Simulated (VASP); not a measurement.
Crystal: Be.

```
CELL_PARAMETERS angstrom
0.00000 2.19000 2.19000
2.19000 0.00000 2.19000
2.19000 2.19000 0.00000
ATOMIC_POSITIONS crystal
Be 0.00000 0.00000 0.00000
Be 0.25000 0.25000 0.25000
```

| Property | Result |
| --- | --- |
| Program | VASP 6.6.1 |
| Task | relaxation of cell and atoms |
| Functional | LDA |
| Potentials or basis | VASP PAW LDA potentials, release 64 (Be) |
| Cutoff | 600 eV |
| k mesh | 10 × 10 × 10 |
| Occupations | fermi-dirac, width 0.05 eV |
| Spin | no spin polarisation |

At the start: pressure 22.9 GPa; volume 10.50 Å³/atom.

Question: Where does the relaxation end?

Answer: Over 5 steps the energy falls by 207.2 meV/atom and the volume is 14.07 Å³/atom (+34.0 %); space group Fd-3m (No. 227, to 0.05 Å).

The path:
| step | energy change (eV) | largest force (eV/Å) | pressure (GPa) | volume (Å³) |
| --- | --- | --- | --- | --- |
| 1 | 0.0000 | 0.0000 | 22.85 | 21.01 |
| 2 | -0.3826 | 0.0000 | 4.67 | 25.90 |
| 3 | -0.4055 | 0.0000 | -2.04 | 29.56 |
| 4 | -0.4143 | 0.0000 | -0.16 | 28.31 |
| 5 | -0.4143 | 0.0000 | 0.11 | 28.15 |

Final structure:
```
Be
1.0
     0.00000    2.41443    2.41443
     2.41443    0.00000    2.41443
     2.41443    2.41443    0.00000
Be
2
Direct
  0.00000 0.00000 0.00000
  0.25000 0.25000 0.25000
```

Caveat: the volume moved by over 15 % at a fixed basis, so the end points are rough.
